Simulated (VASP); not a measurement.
A run of VASP 6.6.1 is set up as follows.

Contents of INCAR:

```
  ALGO = Normal
  EDIFF = 1E-6
  ENCUT = 520
  GGA = PS
  ISIF = 2
  ISMEAR = -1
  LASPH = True
  LCHARG = False
  LREAL = False
  LWAVE = False
  NBANDS = 28
  NELM = 80
  PREC = Accurate
  SIGMA = 0.15
```

Contents of KPOINTS:

```
k-points
0
Gamma
  12 12 12
```

Contents of POSCAR:

```
Hf3N2
1.0
    1.5966126554      0.9218047464      7.7100350222
   -1.5966126554      0.9218047464      7.7100350222
    0.0000000000     -1.8436094928      7.7100350222
Hf N
3 2
Direct
    0.7787494638      0.7787494638      0.7787494638
    0.2212505362      0.2212505362      0.2212505362
    0.0000000000      0.0000000000      0.0000000000
    0.6110529490      0.6110529490      0.6110529490
    0.3889470510      0.3889470510      0.3889470510
```

Potentials or basis: VASP PAW PBE potentials, release 64 (Hf_pv, N).

Run with:

```console
$ cat potpaw_PBE.64/Hf_pv/POTCAR potpaw_PBE.64/N/POTCAR > POTCAR
$ mpirun -np 1 vasp_std > vasp.out
```

Problem. Predict the pressure.

Solution. -1.4 GPa.

Problem. Estimate the largest force.

Solution. 0.077 eV/Å.

Forces on the atoms (eV/Å):
```
Hf   0.000  0.000 -0.077
Hf   0.000  0.000  0.077
Hf   0.000  0.000  0.000
N    0.000  0.000  0.028
N    0.000  0.000 -0.028
```

Caveat: the PAW data sets were made with another functional, which shifts forces and pressure a little.
